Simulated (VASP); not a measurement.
Set up this calculation in VASP 6.6.1, as the native input.

* Task: single point
* Functional: PBE
* Potentials or basis: VASP PAW PBE potentials, release 64 (V_sv)
* Cutoff: 520 eV
* k mesh: 20 × 20 × 20
* Occupations: gaussian, width 0.1 eV
* Spin: no spin polarisation
* Dipole correction: no
* Further INCAR settings: ALGO = Fast; EDIFF = 1e-06; NBANDS = 12

The structure of V lies in POSCAR:

```
V
1.0
   -1.4834721363      1.4834721363      1.4834721363
    1.4834721363     -1.4834721363      1.4834721363
    1.4834721363      1.4834721363     -1.4834721363
V
1
Direct
    0.0000000000      0.0000000000      0.0000000000
```

These files were run (other wordings do the same):

INCAR

```
SYSTEM = V
ALGO = Fast
EDIFF = 1E-6
ENCUT = 520
GGA = PE
ISIF = 2
ISMEAR = 0
LASPH = .TRUE.
LCHARG = .FALSE.
LREAL = .FALSE.
LWAVE = .FALSE.
NBANDS = 12
NELM = 100
PREC = Accurate
SIGMA = 0.1
```

KPOINTS

```
k-points
0
G
  20 20 20
  0 0 0
```

Potentials or basis: VASP PAW PBE potentials, release 64 (V_sv).

The run is started by

```sh
$ cat potpaw_PBE.64/V_sv/POTCAR > POTCAR
$ mpirun -np 1 vasp_std > vasp.out
```

Results of the run:

| Quantity | Value |
| --- | --- |
| Pressure | 6.3 GPa |
| Band gap on the k mesh | zero (an odd number of electrons rules out a gap without spin polarisation) |

Caveat: the cell stands under pressure.

Run time: 36 s on 1 thread of Intel Xeon 8259CL, on a shared host, peak memory 0.16 GiB.
